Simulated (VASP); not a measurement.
# Rh (P6/mmm) in VASP: single point with PBE

Aim: the single point of Rh with PBE.

All numbers are computed with VASP 6.6.1; they aren't measurements. Logs are shortened: lines on timing, memory, paths and dates and some standing lists are left out, and cuts for length are marked.

## (1) The cell of the first run

Symmetry: P6/mmm, No. 191, hexagonal system. Conventional cell: a = 2.778 Å, b = 2.778 Å, c = 4.809 Å, α = 90.00°, β = 90.00°, γ = 120.00°. Within 3.7 Å of Rh (site symmetry 6/mmm) lie 6 Rh at 2.78 Å.

## (2) Single point, PBE

Input file INCAR:

```
SYSTEM = Rh
PREC = Accurate
ENCUT = 500
EDIFF = 1E-6
ISMEAR = -1
SIGMA = 0.1
LREAL = .FALSE.
LASPH = .TRUE.
NELM = 120
ALGO = Normal
ISIF = 2
LWAVE = .FALSE.
LCHARG = .FALSE.
GGA = PE
NBANDS = 14
GGA_COMPAT = .FALSE.
```

Input file KPOINTS:

```
Automatic mesh
0
G
  10 10 5
  0 0 0
```

Input file POSCAR:

```
Rh
1.0
    2.7775880000      0.0000000000      0.0000000000
   -1.3887940000      2.4054620000      0.0000000000
    0.0000000000      0.0000000000      4.8086020000
Rh
1
Direct
    0.6666666667      0.3333333333      0.0000000000
```

Potentials or basis: VASP PAW PBE potentials, release 64 (Rh_pv).

Started as:

```sh
$ cat potpaw_PBE.64/Rh_pv/POTCAR > POTCAR
$ mpirun -np 1 vasp_std > vasp.out
```

OUTCAR:

```text
SYSTEM = Rh
   PREC = Accurate
   ENCUT = 500
   EDIFF = 1E-6
   ISMEAR = -1
   LREAL = .FALSE.
   LASPH = .TRUE.
   NELM = 120
   ISIF = 2
   GGA = PE

 ion  position               nearest neighbor table
   1  0.667  0.333  0.000-

  LATTYP: Found a hexagonal cell.
 ALAT       =     2.7775880000
 C/A-ratio  =     1.7312149966

  Lattice vectors:

 A1 = (   2.7775880000,   0.0000000000,   0.0000000000)
 A2 = (  -1.3887940000,   2.4054620000,   0.0000000000)
 A3 = (   0.0000000000,   0.0000000000,   4.8086020000)

Analysis of symmetry for initial positions (statically):
=====================================================================
 Subroutine PRICEL returns:
 Original cell was already a primitive cell.

 Routine SETGRP: Setting up the symmetry group for a
 hexagonal supercell.

 Subroutine GETGRP returns: Found 24 space group operations
 (whereof 12 operations were pure point group operations)
 out of a pool of 24 trial point group operations.

The static configuration has the point symmetry D_3h.
 The point group associated with its full space group is D_6h.

Analysis of symmetry for dynamics (positions and initial velocities):
=====================================================================
 Subroutine PRICEL returns:
 Original cell was already a primitive cell.

 Routine SETGRP: Setting up the symmetry group for a
 hexagonal supercell.

 Subroutine GETGRP returns: Found 24 space group operations
 (whereof 12 operations were pure point group operations)
 out of a pool of 24 trial point group operations.

The dynamic configuration has the point symmetry D_3h.
 The point group associated with its full space group is D_6h.

 Subroutine INISYM returns: Found 24 space group operations
 (whereof 12 operations are pure point group operations),
 and found     1 'primitive' translations

----------------------------------------------------------------------------------------

                                     Primitive cell

  volume of cell :      32.1281

  direct lattice vectors                    reciprocal lattice vectors
     2.777588000  0.000000000  0.000000000     0.360024597  0.207860278  0.000000000
    -1.388794000  2.405462000  0.000000000     0.000000000  0.415720556  0.000000000
     0.000000000  0.000000000  4.808602000     0.000000000  0.000000000  0.207960651

  length of vectors
     2.777588000  2.777588200  4.808602000     0.415720586  0.415720556  0.207960651

  position of ions in fractional coordinates (direct lattice)
     0.666666667  0.333333333  0.000000000

  ion indices of the primitive-cell ions
   primitive index   ion index
                 1           1

----------------------------------------------------------------------------------------

 KPOINTS: Automatic mesh

Automatic generation of k-mesh.
 Grid dimensions read from file:
 generate k-points for:   10   10    5

 Generating k-lattice:

  Cartesian coordinates                     Fractional coordinates (reciprocal lattice)
     0.036002460  0.020786028  0.000000000     0.100000000  0.000000000  0.000000000
     0.000000000  0.041572056  0.000000000     0.000000000  0.100000000  0.000000000
     0.000000000  0.000000000  0.041592130     0.000000000  0.000000000  0.200000000

  Length of vectors
     0.041572059  0.041572056  0.041592130

  Shift w.r.t. Gamma in fractional coordinates (k-lattice)
     0.000000000  0.000000000  0.000000000

 Subroutine IBZKPT returns following result:
 ===========================================

 Found     42 irreducible k-points:

 Following reciprocal coordinates:
            Coordinates               Weight
  0.000000  0.000000  0.000000      1.000000
  0.100000  0.000000  0.000000      6.000000
  0.200000  0.000000  0.000000      6.000000
  0.300000  0.000000  0.000000      6.000000
  0.400000  0.000000  0.000000      6.000000
  0.500000  0.000000  0.000000      3.000000
[... 16 lines left out ...]
  0.300000  0.100000  0.200000     24.000000
  0.400000  0.100000  0.200000     24.000000
 [... further k-points ...]
   k-points           NKPTS =     42   k-points in BZ     NKDIM =     42   number of bands    NBANDS=     14
   number of dos      NEDOS =    301   number of ions     NIONS =      1
   total plane-waves  NPLWV =  14400
   dimension x,y,z NGX =    20 NGY =   20 NGZ =   36
   dimension x,y,z NGXF=    40 NGYF=   40 NGZF=   72
   ions per type =               1
   NGX,Y,Z   is equivalent  to a cutoff of  11.97, 11.97, 12.45 a.u.
   NGXF,Y,Z  is equivalent  to a cutoff of  23.94, 23.94, 24.89 a.u.
 SYSTEM =  Rh
   PREC   = accura    normal or accurate (medium, high low for compatibility)
   ISTART =      0    job   : 0-new  1-cont  2-samecut
   ICHARG =      2    charge: 1-file 2-atom 10-const
   ISPIN  =      1    spin polarized calculation?
   LNONCOLLINEAR =      F non collinear calculations
   LSORBIT =      F    spin-orbit coupling
   LASPH  =      T    aspherical Exc in radial PAW
   ENCUT  =  500.0 eV  36.75 Ry    6.06 a.u.   5.06  5.06  8.77*2*pi/ulx,y,z
   NELM   =    120;   NELMIN=  2; NELMDL= -5     # of ELM steps
   EDIFF  = 0.1E-05   stopping-criterion for ELM
   LREAL  =      F    real-space projection
   EDIFFG = 0.1E-04   stopping-criterion for IOM
   NSW    =      0    number of steps for IOM
   IBRION =     -1    ionic relax: 0-MD 1-quasi-New 2-CG
   NFREE  =      0    steps in history (QN), initial steepest desc. (CG)
   ISIF   =      2    stress and relaxation
   ISYM   =      2    0-nonsym 1-usesym 2-fastsym
   POTIM  = 0.5000    time-step for ionic-motion
   TEBEG  =    0.0;   TEEND  =   0.0 temperature during run
   PSTRESS=    0.0 pullay stress
   NELECT =      15.0000    total number of electrons
   NUPDOWN=      -1.0000    fix difference up-down
   EMIN   =  10.00;   EMAX   =-10.00  energy-range for DOS
   EFERMI =   0.00;   METHOD = LEGACY
   ISMEAR =    -1;   SIGMA  =   0.10  broadening in eV -4-tet -1-fermi 0-gaus
   EFERMI_NEDOS =   21; number of points for ismear=-14 and -15
   IALGO  =     38    algorithm
   IMIX   =      4    mixing-type and parameters
     AMIX     =   0.40;   BMIX     =  1.00
     AMIX_MAG =   1.60;   BMIX_MAG =  1.00
  volume/ion in A,a.u.               =      32.13       216.81
  Fermi-wavevector in a.u.,A,eV,Ry     =   1.270019  2.399988 21.945491  1.612948
  Thomas-Fermi vector in A             =   2.403029
   LORBIT       =      0    0 simple, 1 ext, 2 COOP (PROOUT), +10 PAW based schemes
   GGA     = PE    functional components
   LHFCALC =     F    Hartree Fock is set to
   AEXX    =    0.0000 exact exchange contribution
   IVDW    =     0    specifies the selected vdW correction
   LEPSILON=     F    determine dielectric tensor
   LRPA    =     F    only Hartree local field effects (RPA)
 non-spin polarized calculation
  energy-cutoff  :      500.00
  volume of cell :       32.13
 maximum number of plane-waves:       833
   NGX = 11   NGY = 11   NGZ = 17

 number of electron      14.9999998 magnetization

 Free energy of the ion-electron system (eV)
  ---------------------------------------------------
  ext. energy  EPLUGINS =         0.00000000
  ---------------------------------------------------
  free energy    TOTEN  =        -5.29067528 eV

  energy without entropy =       -5.14023166  energy(sigma->0) =       -5.21545347

 E-fermi :   1.6988     XC(G=0):  -8.5958

 val. band max:        1.6373146217   @ k =   0.3000   0.3000   0.4000
 cond. band min:       1.7033086976   @ k =   0.2000   0.1000   0.4000
 fundamental gap:      0.0659940760
 Fermi energy:         1.6987625526

 k-point     1 :       0.0000    0.0000    0.0000
  band No.  band energies     occupation
      1     -43.8507      2.00000
      2     -43.8507      2.00000
      3     -43.6485      2.00000
      4      -2.7922      2.00000
      5       0.0558      2.00000
      6       0.0558      2.00000
      7       0.1239      2.00000
      8       2.0774      0.04436
      9       2.0774      0.04436
     10       5.4985      0.00000
     11       9.7923      0.00000
     12      19.4640      0.00000
     13      23.3981      0.00000
     14      23.6549      0.00000

 k-point     2 :       0.1000    0.0000    0.0000
  band No.  band energies     occupation
      1     -43.8892      2.00000
      2     -43.8600      2.00000
      3     -43.6435      2.00000
      4      -2.4550      2.00000
      5      -0.0900      2.00000
      6       0.2511      2.00000
      7       0.2779      2.00000
      8       1.6196      1.37647
      9       2.0269      0.07242
     10       6.1583      0.00000
     11       9.9523      0.00000
     12      19.6346      0.00000
     13      23.2133      0.00000
     14      23.6619      0.00000

 k-point     3 :       0.2000    0.0000    0.0000
  band No.  band energies     occupation
      1     -43.9892      2.00000
      2     -43.8843      2.00000
      3     -43.6304      2.00000
      4      -1.7195      2.00000
      5      -0.1853      2.00000
      6       0.6132      1.99996
      7       0.7919      1.99977
      8       0.8973      1.99934
      9       1.8972      0.24165
     10       7.5917      0.00000
     11      10.4412      0.00000
     12      17.8989      0.00000
     13      21.8609      0.00000
     14      22.1509      0.00000

 k-point     4 :       0.3000    0.0000    0.0000
  band No.  band energies     occupation
      1     -44.1113      2.00000
      2     -43.9142      2.00000
      3     -43.6142      2.00000
      4      -1.6754      2.00000
      5       0.0683      2.00000
      6       0.7333      1.99987
      7       1.3663      1.93053
      8       1.7414      0.79004
      9       1.7580      0.71225
     10       9.3073      0.00000
     11      11.2617      0.00000
     12      14.3526      0.00000
     13      19.7776      0.00000
     14      20.1283      0.00000

 k-point     5 :       0.4000    0.0000    0.0000
  band No.  band energies     occupation
      1     -44.2090      2.00000
      2     -43.9383      2.00000
      3     -43.6010      2.00000
      4      -1.9747      2.00000
      5      -0.4011      2.00000
      6       1.2958      1.96506
      7       1.6187      1.38006
      8       2.5614      0.00036
      9       3.3404      0.00000
     10      10.7620      0.00000
     11      11.0240      0.00000
[... 276 lines left out ...]
 k-point    22 :       0.2000    0.1000    0.2000
  band No.  band energies     occupation
      1     -44.0599      2.00000
      2     -43.9135      2.00000
      3     -43.6198      2.00000
      4      -1.2572      2.00000
      5      -0.2591      2.00000
      6       0.2772      2.00000
      7       1.1076      1.99460
      8       1.7093      0.94733
      9       1.8544      0.34838
     10       7.2947      0.00000
     11      12.9064      0.00000
     12      16.5294      0.00000
     13      18.7750      0.00000
     14      20.0417      0.00000

 k-point    23 :       0.3000    0.1000    0.2000
  band No.  band energies     occupation
      1     -44.1626      2.00000
      2     -43.9476      2.00000
      3     -43.6051      2.00000
      4      -1.5656      2.00000
      5      -0.2139      2.00000
      6       0.8448      1.99961
      7       1.5072      1.74324
      8       1.5724      1.55923
      9       3.4332      0.00000
     10       8.8773      0.00000
     11      12.9516      0.00000
     12      13.9827      0.00000
     13      17.3865      0.00000
     14      17.5970      0.00000

 k-point    24 :       0.4000    0.1000    0.2000
  band No.  band energies     occupation
      1     -44.2255      2.00000
      2     -43.9686      2.00000
      3     -43.5960      2.00000
      4      -1.8170      2.00000
      5      -0.4783      2.00000
      6       1.3849      1.91694
      7       1.4758      1.80581
      8       2.0760      0.04496
      9       5.3900      0.00000
     10       9.5324      0.00000
     11      11.0761      0.00000
     12      13.5506      0.00000
     13      16.5840      0.00000
     14      17.1070      0.00000

 [... further k-points ...]

------------------------ aborting loop because EDIFF is reached ----------------------------------------

  FORCE on cell =-STRESS in cart. coord.  units (eV):
  Direction    XX          YY          ZZ          XY          YZ          ZX
  --------------------------------------------------------------------------------------
  -------------------------------------------------------------------------------------
  Total       -3.6473877     -3.6473884     -0.3495433      0.0000000     -0.0000000      0.0000000
  in kB     -181.8893849   -181.8894198    -17.4311634      0.0000000     -0.0000000      0.0000000
  external PRESSURE =    -127.0699894 kB  Pullay stress =       0.0000000 kB

 VOLUME and BASIS-vectors are now :
 -----------------------------------------------------------------------------
  energy-cutoff  :      500.00
  volume of cell :       32.13
      direct lattice vectors                 reciprocal lattice vectors
     2.777588000  0.000000000  0.000000000     0.360024597  0.207860278  0.000000000
    -1.388794000  2.405462000  0.000000000     0.000000000  0.415720556  0.000000000
     0.000000000  0.000000000  4.808602000     0.000000000  0.000000000  0.207960651

 POSITION                                       TOTAL-FORCE (eV/Angst)
 -----------------------------------------------------------------------------------
      1.38879      0.80182      0.00000         0.000000      0.000000      0.000000
 -----------------------------------------------------------------------------------
    total drift:                               -0.000000      0.000000      0.000000

  FREE ENERGIE OF THE ION-ELECTRON SYSTEM (eV)
  ---------------------------------------------------
  free  energy   TOTEN  =        -5.2906752814 eV

  energy  without entropy=       -5.1402316617  energy(sigma->0) =       -5.21545347
```

It took 9 s on 1 thread of AMD EPYC 9R45 (Zen 5), shared host; peak memory 0.11 GiB.

Results:

```yaml
Free_energy: -5.2907 eV
Pressure: -12.7 GPa
```

Stress tensor (GPa, compression positive):
```
-18.19   0.00   0.00
  0.00 -18.19   0.00
  0.00   0.00  -1.74
```

Levels at points of the mesh, in eV from the Fermi level:
```csv
k point,band 5,band 6,band 7,band 8,band 9,band 10,band 11,band 12
"(0.00, 0.00, 0.00)",-1.64,-1.64,-1.57,0.38,0.38,3.80,8.09,17.77
"(0.50, 0.00, 0.00)",-2.26,-0.23,-0.13,1.20,3.18,7.19,10.27,11.86
```
